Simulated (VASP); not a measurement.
HgTe, 2 atoms in the cell. The structure is trigonal, space group R-3m (No. 166). Conventional cell: a = 4.173 Å, b = 4.173 Å, c = 9.918 Å, α = 90.00°, β = 90.00°, γ = 120.00°. Within 3.8 Å of Hg (site symmetry -3m) lie 6 Te at 2.92 Å. Within 3.8 Å of Te (site symmetry -3m) lie 6 Hg at 2.92 Å.  This cell differs from its parent crystal: equal xy, yz and zx shear strains of -2 %.

- Program: VASP 6.6.1
- Task: electric field gradients
- Functional: PBEsol
- Potentials or basis: VASP PAW PBE potentials, release 64 (Hg, Te)
- Cutoff: 520 eV
- k mesh: 12 × 12 × 12
- Occupations: fermi-dirac, width 0.08 eV
- Spin: no spin polarisation
- Dipole correction: no
- Further INCAR settings: ALGO = Normal; EDIFF = 1e-08; NBANDS = 16

Potentials or basis: VASP PAW PBE potentials, release 64 (Hg, Te).

Command:

```bash
$ cat potpaw_PBE.64/Hg/POTCAR potpaw_PBE.64/Te/POTCAR > POTCAR
$ mpirun -np 1 vasp_std > vasp.out
```

Hardware: 1 thread of Intel(R) Xeon(R) Platinum 8488C (Sapphire Rapids), on a shared host.

Task: Estimate the wall time of this run.

Result: Wall time 2.1 min on 1 thread of Intel(R) Xeon(R) Platinum 8488C (Sapphire Rapids) (shared host), peak memory 0.29 GiB. Counts: scf iterations 16, k points 189.
